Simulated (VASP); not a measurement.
Li, 3 atoms in the cell. The structure is monoclinic, space group C2/m (No. 12). The conventional cell has a = 5.290 Å, b = 3.051 Å, c = 7.697 Å, α = 90.00°, β = 102.56°, γ = 90.00°. Li (site symmetry m) has 12 Li at 3.04 to 3.08 Å within 4.0 Å. Li (site symmetry 2/m) has 12 Li at 3.04 to 3.07 Å within 4.0 Å. 

* Program: VASP 6.6.1
* Task: single point
* Functional: PBE
* Potentials or basis: VASP PAW PBE potentials, release 64 (Li_sv)
* Cutoff: 520 eV
* k mesh: 18 × 18 × 6
* Occupations: gaussian, width 0.1 eV
* Spin: no spin polarisation
* Dipole correction: no
* Further INCAR settings: ALGO = Normal; EDIFF = 1e-07; NBANDS = 12

Potentials or basis: VASP PAW PBE potentials, release 64 (Li_sv).

Command:

```bash
$ cat potpaw_PBE.64/Li_sv/POTCAR > POTCAR
$ mpirun -np 1 vasp_std > vasp.out
```

Hardware: 1 thread of Intel(R) Xeon(R) 6975P-C (Granite Rapids), with other jobs on the host.

Q: Estimate the wall time of this run.

A: Run time: 110 s on 1 thread of Intel(R) Xeon(R) 6975P-C (Granite Rapids) (shared host), peak memory 0.37 GiB. Counts: scf iterations 12, k points 524.
